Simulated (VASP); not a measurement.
Ga, 2 atoms in the cell. The structure is monoclinic, space group C2/c (No. 15). The conventional cell has a = 2.729 Å, b = 7.944 Å, c = 3.287 Å, α = 90.00°, β = 92.02°, γ = 90.00°. Ga (site symmetry 2) has 10 Ga at 2.65 to 3.29 Å within 3.5 Å. 

```yaml
Program: VASP 6.6.1
Task: single point
Functional: PBEsol
Potentials_or_basis: VASP PAW PBE potentials, release 64 (Ga_d)
Cutoff: 520 eV
k_mesh: 10 × 10 × 8
Occupations: fermi-dirac, width 0.05 eV
Spin: no spin polarisation
Dipole_correction: no
Further_INCAR_settings: ALGO = Fast; EDIFF = 1e-06; NBANDS = 20
```

Potentials or basis: VASP PAW PBE potentials, release 64 (Ga_d).

Run with:

```console
$ cat potpaw_PBE.64/Ga_d/POTCAR > POTCAR
$ mpirun -np 1 vasp_std > vasp.out
```

Hardware: 1 thread of Intel(R) Xeon(R) Platinum 8259CL CPU @ 2.50GHz (Skylake/Cascade Lake) (shared host).

**Question.** Estimate the wall time of this run.

**Answer.** Wall time 98 s on 1 thread of Intel(R) Xeon(R) Platinum 8259CL CPU @ 2.50GHz (Skylake/Cascade Lake), with other jobs on the host, peak memory 0.25 GiB. Counts: scf iterations 12, k points 227.
